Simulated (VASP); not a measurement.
A run of VASP 6.6.1:

File INCAR:

```
SYSTEM = Sc
PREC = Accurate ; ENCUT = 500
EDIFF = 1E-6 ; ISMEAR = -1
SIGMA = 0.1 ; LREAL = .FALSE.
LASPH = .TRUE. ; NELM = 120
ALGO = Normal ; ISIF = 2
LWAVE = .FALSE. ; LCHARG = .FALSE.
GGA = PS ; NBANDS = 12
GGA_COMPAT = .FALSE.
```

KPOINTS

```
Automatic mesh
0
G
  18 18 18
  0 0 0
```

Contents of POSCAR:

```
Sc
1.0
   -1.7297255386      1.7297255386      1.7297255386
    1.7297255386     -1.7297255386      1.7297255386
    1.7297255386      1.7297255386     -1.7297255386
Sc
1
Direct
    0.0000000000      0.0000000000      0.0000000000
```

Potentials or basis: VASP PAW PBE potentials, release 64 (Sc_sv).

Command:

```sh
$ cat potpaw_PBE.64/Sc_sv/POTCAR > POTCAR
$ mpirun -np 1 vasp_std > vasp.out
```

Hardware: 1 thread of AMD EPYC 9R14 (Zen 4) (shared host).

Question: Estimate the wall time of this run.

Answer: It took 25 s on 1 thread of AMD EPYC 9R14 (Zen 4), on a shared host, peak memory 0.14 GiB. Counts: scf iterations 11, k points 195.
